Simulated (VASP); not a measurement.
Runs of VASP 6.6.1 on LiCl. It takes space group Fm-3m (No. 225, cubic). The conventional cell has a = 5.112 Å, b = 5.112 Å, c = 5.112 Å, α = 90.00°, β = 90.00°, γ = 90.00°. Within 3.4 Å of Li (site symmetry m-3m) lie 6 Cl at 2.56 Å. Cl (site symmetry m-3m) has 6 Li at 2.56 Å within 3.4 Å. 

```csv
level,k mesh,grid for exact exchange (PRECFOCK),share of exact exchange,screening parameter,gap on the mesh (eV)
PBE-based screened hybrid with 15 % exact exchange,4 × 4 × 4,Normal,0.15,0.1 1/Å,(a)
PBE-based screened hybrid with 20 % exact exchange,4 × 4 × 4,Normal,0.2,0.5 1/Å,7.00
HSE06,4 × 4 × 4,Normal,0.25,0.2079 1/Å,7.80
PBEsol,6 × 6 × 6,-,-,-,6.19
HSE06+D3(BJ),4 × 4 × 4,Normal,0.25,0.2079 1/Å,7.80
```

Alike in all rows: task single point; potentials or basis VASP PAW PBE potentials, release 64 (Li_sv, Cl); no spin polarisation; cell as given; cutoff (eV) 520; smearing gaussian 0.01 eV.

Q: Fill in the values left out.

A: (a) 7.46.

Caveats: some runs use coarse meshes.

A k mesh can miss the band edges.
